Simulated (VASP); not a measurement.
# YNb2O5 (P6/mmm) in VASP: a series of runs

The runs below take YNb2O5 through single point, relaxation of cell and atoms, with PBE.

Everything below comes from runs of VASP 6.6.1. Logs are shortened: lines on timing, memory, paths and dates and some standing lists are left out, and cuts for length are marked.

### 1 The cell of the first run

The structure is hexagonal, space group P6/mmm (No. 191). The conventional cell has a = 6.640 Å, b = 6.640 Å, c = 3.915 Å, α = 90.00°, β = 90.00°, γ = 120.00°. Within 5.0 Å of Y (site symmetry 6/mmm) lie 18 O at 3.83 to 3.85 Å and 2 Y at 3.92 Å and 12 Nb at 4.30 Å. Nb (site symmetry -6m2) has 5 O at 1.92 to 1.96 Å within 2.5 Å. Within 2.6 Å of O (site symmetry -6m2) lie 2 Nb at 1.96 Å. O (site symmetry mmm) has 2 Nb at 1.92 Å within 2.5 Å.

The cell was built from a structure type or drawn by symmetry, and may not be a known phase.

### 2 Single point, PBE, collinear spin, zero start

The input, INCAR:

```
SYSTEM = YNb2O5
PREC = Accurate ; ENCUT = 520
EDIFF = 1E-7 ; ISMEAR = 0
SIGMA = 0.1 ; LREAL = .False.
LASPH = .True. ; NELM = 150
ALGO = Normal ; ISIF = 2
LWAVE = .False. ; LCHARG = .False.
ISPIN = 2 ; MAGMOM = 0 0 0 0 0 0 0 0
LORBIT = 11 ; LMAXMIX = 4
GGA = PE ; NBANDS = 48
```

The input, KPOINTS:

```
Automatic mesh
0
Gamma
  3 3 4
  0 0 0
```

The input, POSCAR:

```
YNb2O5
1.0
    6.6402291296      0.0000000000      0.0000000000
   -3.3201145648      5.7506071132      0.0000000000
    0.0000000000      0.0000000000      3.9150918065
Y Nb O
1 2 5
Direct
    0.0000000000      0.0000000000      0.0000000000
    0.3333333333      0.6666666667      0.5000000000
    0.6666666667      0.3333333333      0.5000000000
    0.3333333333      0.6666666667      0.0000000000
    0.0000000000      0.5000000000      0.5000000000
    0.5000000000      0.5000000000      0.5000000000
    0.5000000000      0.0000000000      0.5000000000
    0.6666666667      0.3333333333      0.0000000000
```

Potentials or basis: VASP PAW PBE potentials, release 64 (Y_sv, Nb_sv, O).

Launch:

```console
$ cat potpaw_PBE.64/Y_sv/POTCAR potpaw_PBE.64/Nb_sv/POTCAR potpaw_PBE.64/O/POTCAR > POTCAR
$ mpirun -np 1 vasp_std > vasp.out
```

OUTCAR:

```text
SYSTEM = YNb2O5
   PREC = Accurate
   ENCUT = 520
   EDIFF = 1E-7
   ISMEAR = 0
   LREAL = .False.
   LASPH = .True.
   NELM = 150
   ISIF = 2
   ISPIN = 2
   LORBIT = 11
   GGA = PE

 ion  position               nearest neighbor table
   1  0.000  0.000  0.000-
   2  0.333  0.667  0.500-   5 1.92   7 1.92   6 1.92   4 1.96   4 1.96
   3  0.667  0.333  0.500-   5 1.92   7 1.92   6 1.92   8 1.96   8 1.96
   4  0.333  0.667  0.000-   2 1.96   2 1.96
   5  0.000  0.500  0.500-   2 1.92   3 1.92
   6  0.500  0.500  0.500-   2 1.92   3 1.92
   7  0.500  0.000  0.500-   2 1.92   3 1.92
   8  0.667  0.333  0.000-   3 1.96   3 1.96

  LATTYP: Found a hexagonal cell.
 ALAT       =     6.6402291296
 C/A-ratio  =     0.5896019143

  Lattice vectors:

 A1 = (   6.6402291296,   0.0000000000,   0.0000000000)
 A2 = (  -3.3201145648,   5.7506071132,   0.0000000000)
 A3 = (   0.0000000000,   0.0000000000,   3.9150918065)

Analysis of symmetry for initial positions (statically):
=====================================================================
 Subroutine PRICEL returns:
 Original cell was already a primitive cell.

 Routine SETGRP: Setting up the symmetry group for a
 hexagonal supercell.

 Subroutine GETGRP returns: Found 24 space group operations
 (whereof 24 operations were pure point group operations)
 out of a pool of 24 trial point group operations.

The static configuration has the point symmetry D_6h.

Analysis of symmetry for dynamics (positions and initial velocities):
=====================================================================
 Subroutine PRICEL returns:
 Original cell was already a primitive cell.

 Routine SETGRP: Setting up the symmetry group for a
 hexagonal supercell.

 Subroutine GETGRP returns: Found 24 space group operations
 (whereof 24 operations were pure point group operations)
 out of a pool of 24 trial point group operations.

The dynamic configuration has the point symmetry D_6h.

Analysis of structural, dynamic, and magnetic symmetry:
=====================================================================
 Subroutine PRICEL returns:
 Original cell was already a primitive cell.

 Routine SETGRP: Setting up the symmetry group for a
 hexagonal supercell.

 Subroutine GETGRP returns: Found 24 space group operations
 (whereof 24 operations were pure point group operations)
 out of a pool of 24 trial point group operations.

The overall configuration has the point symmetry D_6h.

 Subroutine INISYM returns: Found 24 space group operations
 (whereof 24 operations are pure point group operations),
 and found     1 'primitive' translations

----------------------------------------------------------------------------------------

                                     Primitive cell

  volume of cell :     149.4991

  direct lattice vectors                    reciprocal lattice vectors
     6.640229130  0.000000000  0.000000000     0.150597213  0.086947341  0.000000000
    -3.320114565  5.750607113  0.000000000     0.000000000  0.173894683  0.000000000
     0.000000000  0.000000000  3.915091806     0.000000000  0.000000000  0.255421852

  length of vectors
     6.640229130  6.640229130  3.915091806     0.173894683  0.173894683  0.255421852

  position of ions in fractional coordinates (direct lattice)
     0.000000000  0.000000000  0.000000000
     0.333333333  0.666666667  0.500000000
     0.666666667  0.333333333  0.500000000
     0.333333333  0.666666667  0.000000000
     1.000000000  0.500000000  0.500000000
     0.500000000  0.500000000  0.500000000
     0.500000000  0.000000000  0.500000000
[... 48 lines left out ...]
  0.333333  0.000000  0.500000      6.000000
  0.333333  0.333333  0.500000      2.000000
   k-points           NKPTS =      9   k-points in BZ     NKDIM =      9   number of bands    NBANDS=     48
   number of dos      NEDOS =    301   number of ions     NIONS =      8
   total plane-waves  NPLWV =  75000
   dimension x,y,z NGX =    50 NGY =   50 NGZ =   30
   dimension x,y,z NGXF=   100 NGYF=  100 NGZF=   60
   ions per type =               1   2   5
   NGX,Y,Z   is equivalent  to a cutoff of  12.52, 12.52, 12.74 a.u.
   NGXF,Y,Z  is equivalent  to a cutoff of  25.04, 25.04, 25.48 a.u.
 SYSTEM =  YNb2O5
   PREC   = accura    normal or accurate (medium, high low for compatibility)
   ISTART =      0    job   : 0-new  1-cont  2-samecut
   ICHARG =      2    charge: 1-file 2-atom 10-const
   ISPIN  =      2    spin polarized calculation?
   LNONCOLLINEAR =      F non collinear calculations
   LSORBIT =      F    spin-orbit coupling
   LASPH  =      T    aspherical Exc in radial PAW
   ENCUT  =  520.0 eV  38.22 Ry    6.18 a.u.  12.35 12.35  7.28*2*pi/ulx,y,z
   NELM   =    150;   NELMIN=  2; NELMDL= -5     # of ELM steps
   EDIFF  = 0.1E-06   stopping-criterion for ELM
   LREAL  =      F    real-space projection
   EDIFFG = 0.1E-05   stopping-criterion for IOM
   NSW    =      0    number of steps for IOM
   IBRION =     -1    ionic relax: 0-MD 1-quasi-New 2-CG
   NFREE  =      0    steps in history (QN), initial steepest desc. (CG)
   ISIF   =      2    stress and relaxation
   ISYM   =      2    0-nonsym 1-usesym 2-fastsym
   POTIM  = 0.5000    time-step for ionic-motion
   TEBEG  =    0.0;   TEEND  =   0.0 temperature during run
   PSTRESS=    0.0 pullay stress
   NELECT =      67.0000    total number of electrons
   NUPDOWN=      -1.0000    fix difference up-down
   EMIN   =  10.00;   EMAX   =-10.00  energy-range for DOS
   EFERMI =   0.00;   METHOD = LEGACY
   ISMEAR =     0;   SIGMA  =   0.10  broadening in eV -4-tet -1-fermi 0-gaus
   EFERMI_NEDOS =   21; number of points for ismear=-14 and -15
   IALGO  =     38    algorithm
   IMIX   =      4    mixing-type and parameters
     AMIX     =   0.40;   BMIX     =  1.00
     AMIX_MAG =   1.60;   BMIX_MAG =  1.00
  volume/ion in A,a.u.               =      18.69       126.11
  Fermi-wavevector in a.u.,A,eV,Ry     =   1.252815  2.367477 21.354954  1.569545
  Thomas-Fermi vector in A             =   2.386697
   LORBIT       =     11    0 simple, 1 ext, 2 COOP (PROOUT), +10 PAW based schemes
   GGA     = PE    functional components
   LHFCALC =     F    Hartree Fock is set to
   AEXX    =    0.0000 exact exchange contribution
   IVDW    =     0    specifies the selected vdW correction
   LEPSILON=     F    determine dielectric tensor
   LRPA    =     F    only Hartree local field effects (RPA)
 spin polarized calculation
 Gauss-broadening in eV      SIGMA  =   0.10
  energy-cutoff  :      520.00
  volume of cell :      149.50
 maximum number of plane-waves:      4047
 NGX is ok and might be reduce to    50
   NGX = 25   NGY = 25   NGZ = 15

 number of electron      67.0000000 magnetization       0.0000000

 number of electron      67.0000002 magnetization      -0.0000271

 Free energy of the ion-electron system (eV)
  ---------------------------------------------------
  ext. energy  EPLUGINS =         0.00000000
  ---------------------------------------------------
  free energy    TOTEN  =       -67.79154154 eV

  energy without entropy =      -67.76527153  energy(sigma->0) =      -67.77840654

 E-fermi :   4.5846     XC(G=0):  -9.1452

 val. band max:        4.4974617728   @ k =   0.0000   0.0000   0.0000
 cond. band min:       4.6159808895   @ k =   0.3333   0.0000   0.5000
 fundamental gap:      0.1185191167
 Fermi energy:         4.5846004674

 spin component 1

 k-point     1 :       0.0000    0.0000    0.0000
  band No.  band energies     occupation
      1     -52.4082      1.00000
      2     -52.4009      1.00000
      3     -40.7769      1.00000
      4     -28.8366      1.00000
      5     -28.8366      1.00000
      6     -28.6519      1.00000
[... 421 lines left out ...]
     44       7.2844      0.00000
     45       7.6377      0.00000
 Fermi energy:         4.5846004674

 spin component 2

 k-point     1 :       0.0000    0.0000    0.0000
  band No.  band energies     occupation
      1     -52.4082      1.00000
      2     -52.4009      1.00000
      3     -40.7769      1.00000
      4     -28.8366      1.00000
      5     -28.8366      1.00000
      6     -28.6519      1.00000
[... 421 lines left out ...]
     44       7.2844      0.00000
     45       7.6377      0.00000
 [bands above 45 left out]

------------------------ aborting loop because EDIFF is reached ----------------------------------------

  FORCE on cell =-STRESS in cart. coord.  units (eV):
  Direction    XX          YY          ZZ          XY          YZ          ZX
  --------------------------------------------------------------------------------------
  -------------------------------------------------------------------------------------
  Total       -0.2521393     -0.2521393     -0.1315782      0.0000000     -0.0000000      0.0000000
  in kB       -2.7021688     -2.7021688     -1.4101195      0.0000000     -0.0000000      0.0000000
  external PRESSURE =      -2.2714857 kB  Pullay stress =       0.0000000 kB

 VOLUME and BASIS-vectors are now :
 -----------------------------------------------------------------------------
  energy-cutoff  :      520.00
  volume of cell :      149.50
      direct lattice vectors                 reciprocal lattice vectors
     6.640229130  0.000000000  0.000000000     0.150597213  0.086947341  0.000000000
    -3.320114565  5.750607113  0.000000000     0.000000000  0.173894683  0.000000000
     0.000000000  0.000000000  3.915091806     0.000000000  0.000000000  0.255421852

 POSITION                                       TOTAL-FORCE (eV/Angst)
 -----------------------------------------------------------------------------------
      0.00000      0.00000      0.00000         0.000000      0.000000     -0.000000
     -0.00000      3.83374      1.95755        -0.000000     -0.000000     -0.000000
      3.32011      1.91687      1.95755         0.000000      0.000000      0.000000
     -0.00000      3.83374      0.00000         0.000000      0.000000      0.000000
     -1.66006      2.87530      1.95755         0.000000      0.000000     -0.000000
      1.66006      2.87530      1.95755         0.000000      0.000000     -0.000000
      3.32011      0.00000      1.95755         0.000000      0.000000     -0.000000
      3.32011      1.91687      0.00000         0.000000     -0.000000     -0.000000
 -----------------------------------------------------------------------------------
    total drift:                                0.000000     -0.000000     -0.000000

  FREE ENERGIE OF THE ION-ELECTRON SYSTEM (eV)
  ---------------------------------------------------
  free  energy   TOTEN  =       -67.7915415379 eV

  energy  without entropy=      -67.7652715339  energy(sigma->0) =      -67.77840654

 total charge

# of ion       s       p       d       f       tot
--------------------------------------------------
    1        2.291   5.978   0.642   0.004   8.915
    2        2.204   6.120   2.216   0.000  10.540
    3        2.204   6.120   2.216   0.000  10.540
    4        1.576   3.468   0.000   0.000   5.044
    5        1.577   3.486   0.000   0.000   5.064
    6        1.577   3.486   0.000   0.000   5.064
    7        1.577   3.486   0.000   0.000   5.064
    8        1.576   3.468   0.000   0.000   5.044
--------------------------------------------------
tot         14.582  35.613   5.074   0.004  55.272

 magnetization (x)

# of ion       s       p       d       f       tot
--------------------------------------------------
    1        0.000  -0.000  -0.000   0.000  -0.000
    2        0.000  -0.000  -0.000   0.000  -0.000
    3        0.000  -0.000  -0.000   0.000  -0.000
    4       -0.000  -0.000   0.000   0.000  -0.000
    5       -0.000  -0.000   0.000   0.000  -0.000
    6       -0.000  -0.000   0.000   0.000  -0.000
    7       -0.000  -0.000   0.000   0.000  -0.000
    8       -0.000  -0.000   0.000   0.000  -0.000
--------------------------------------------------
tot          0.000  -0.000  -0.000   0.000  -0.000
```

Wall time 1.9 min (1 thread of Intel Xeon 6975P-C (Granite Rapids), shared host); peak memory 0.37 GiB.

What came out:

```yaml
Free_energy: -67.7915 eV
Pressure: -0.2 GPa
Net_moment: 0.00 μB per cell
Valence_electrons_inside_the_program's_atomic_spheres: Y 8.91; Nb 10.54; O 5.04, 5.06 (each value once)
```

Levels at points of the mesh, in eV from the Fermi level:
Spin up:
| k point | band 30 | band 31 | band 32 | band 33 | band 34 | band 35 | band 36 | band 37 |
| --- | --- | --- | --- | --- | --- | --- | --- | --- |
| (0.00, 0.00, 0.00) | -3.46 | -3.46 | -3.13 | -2.34 | -0.57 | -0.57 | -0.09 | -0.09 |
| (0.00, 0.00, 0.50) | -4.46 | -2.74 | -2.74 | 0.18 | 0.18 | 0.37 | 0.37 | 0.50 |
Spin down:
| k point | band 29 | band 30 | band 31 | band 32 | band 33 | band 34 | band 35 | band 36 | band 37 | band 38 |
| --- | --- | --- | --- | --- | --- | --- | --- | --- | --- | --- |
| (0.00, 0.00, 0.00) | -3.61 | -3.46 | -3.46 | -3.13 | -2.34 | -0.57 | -0.57 | -0.09 | -0.09 | 0.04 |
| (0.00, 0.00, 0.50) | -4.80 | -4.46 | -2.74 | -2.74 | 0.18 | 0.18 | 0.37 | 0.37 | 0.50 | 0.62 |

Caveat: the k points lie up to 0.40 Å⁻¹ apart.

### 3 Relaxation of cell and atoms, PBE, collinear spin, zero start

This run uses another cell than the first one, of 26.18 Å³/atom.

The input, INCAR:

```
PREC     = Accurate       # precision mode
ENCUT    = 600            # plane-wave cutoff, eV
EDIFF    = 1E-7           # SCF threshold, eV
ISMEAR   = 0              # smearing method
SIGMA    = 0.1            # smearing width, eV
LREAL    = F              # projectors in reciprocal space
LASPH    = T              # aspherical terms in the spheres
NELM     = 150            # most SCF steps
ALGO     = Normal         # electronic algorithm
ISIF     = 3              # what is computed and relaxed
LWAVE    = F              # write WAVECAR
LCHARG   = F              # write CHGCAR
ISPIN    = 2              # spin polarisation
MAGMOM   = 0 0 0 0 0 0 0 0 # initial moments
LORBIT   = 11             # projections on sites
LMAXMIX  = 4              # l up to which the mixer works
GGA      = PE             # functional
IBRION   = 2              # ionic algorithm
NSW      = 90             # ionic steps
EDIFFG   = -0.04          # ionic threshold
```

The input, KPOINTS:

```
Automatic mesh
0
Gamma
  3 3 4
```

The input, POSCAR:

```
YNb2O5
1.0
    7.4804771400      0.0000000000      0.0000000000
   -3.7402385700      6.4782832400      0.0000000000
    0.0000000000      0.0000000000      4.3223902600
Y Nb O
1 2 5
Direct
    0.0000000000      0.0000000000      0.0000000000
    0.3333333300      0.6666666700      0.5000000000
    0.6666666700      0.3333333300      0.5000000000
    0.3333333300      0.6666666700      0.0000000000
    0.0000000000      0.5000000000      0.5000000000
    0.5000000000      0.5000000000      0.5000000000
    0.5000000000      0.0000000000      0.5000000000
    0.6666666700      0.3333333300      0.0000000000
```

Potentials or basis: VASP PAW PBE potentials, release 64 (Y_sv, Nb_sv, O).

Launch:

```console
$ cat potpaw_PBE.64/Y_sv/POTCAR potpaw_PBE.64/Nb_sv/POTCAR potpaw_PBE.64/O/POTCAR > POTCAR
$ mpirun -np 1 vasp_std > vasp.out
```

Run time: 22 min. Hardware: 1 thread of Intel Xeon 6975P-C (Granite Rapids), shared host; peak memory 0.52 GiB.

The run converged. Its results:

* Free energy: -67.8826 eV
* Relaxed volume: 18.64 Å³/atom
* Relaxed cell: a = 6.633 Å, b = 6.633 Å, c = 3.914 Å, α = 90.00°, β = 90.00°, γ = 120.00°
* Space group after relaxing (to 0.1 Å): P6/mmm (No. 191)
* Energy gained by relaxing: 676.8 meV/atom
* Ionic steps: 10
* Pressure after relaxing: 0.0 GPa
* Net moment: 0.00 μB per cell
* Valence electrons inside the program's atomic spheres: Y 8.92; Nb 10.54; O 5.04, 5.06 (each value once)

Stress tensor (GPa, compression positive):
```
 0.03  0.00  0.00
 0.00  0.03  0.00
 0.00  0.00 -0.05
```

Step by step:
```
step  energy change (eV)  largest force (eV/Å)  pressure (GPa)  volume (Å³)
   1              0.0000                0.0000          -21.23       209.47
   2             -1.0793                0.0000           49.31       120.84
   3             -5.2148                0.0000           -2.31       153.77
   4             -5.2246                0.0000           -1.08       152.30
   5             -5.2242                0.0000           -0.16       151.28
   6             -5.3399                0.0000            2.19       146.26
   7             -5.4115                0.0000            0.88       148.22
   8             -5.4115                0.0000            0.92       148.16
   9             -5.4114                0.0000           -0.90       150.14
  10             -5.4144                0.0000            0.00       149.14
```

Final structure:
```
Y Nb O
1.0
     6.63280    0.00000    0.00000
    -3.31640    5.74418    0.00000
     0.00000    0.00000    3.91437
Y Nb O
1 2 5
Direct
  0.00000 0.00000 0.00000
  0.33333 0.66667 0.50000
  0.66667 0.33333 0.50000
  0.33333 0.66667 0.00000
  0.00000 0.50000 0.50000
  0.50000 0.50000 0.50000
  0.50000 0.00000 0.50000
  0.66667 0.33333 0.00000
```

Levels at points of the mesh, in eV from the Fermi level:
Spin up:
| k point | band 30 | band 31 | band 32 | band 33 | band 34 | band 35 | band 36 | band 37 |
| --- | --- | --- | --- | --- | --- | --- | --- | --- |
| (0.00, 0.00, 0.00) | -3.47 | -3.47 | -3.14 | -2.35 | -0.57 | -0.57 | -0.09 | -0.09 |
| (0.00, 0.00, 0.50) | -4.48 | -2.75 | -2.75 | 0.18 | 0.18 | 0.37 | 0.37 | 0.49 |
Spin down:
| k point | band 29 | band 30 | band 31 | band 32 | band 33 | band 34 | band 35 | band 36 | band 37 | band 38 |
| --- | --- | --- | --- | --- | --- | --- | --- | --- | --- | --- |
| (0.00, 0.00, 0.00) | -3.62 | -3.47 | -3.47 | -3.14 | -2.35 | -0.57 | -0.57 | -0.09 | -0.09 | 0.04 |
| (0.00, 0.00, 0.50) | -4.82 | -4.48 | -2.75 | -2.75 | 0.18 | 0.18 | 0.37 | 0.37 | 0.49 | 0.62 |

Caveat: the k points lie up to 0.40 Å⁻¹ apart in the final cell; the volume moved by over 15 % at a fixed basis, so the end points are rough.
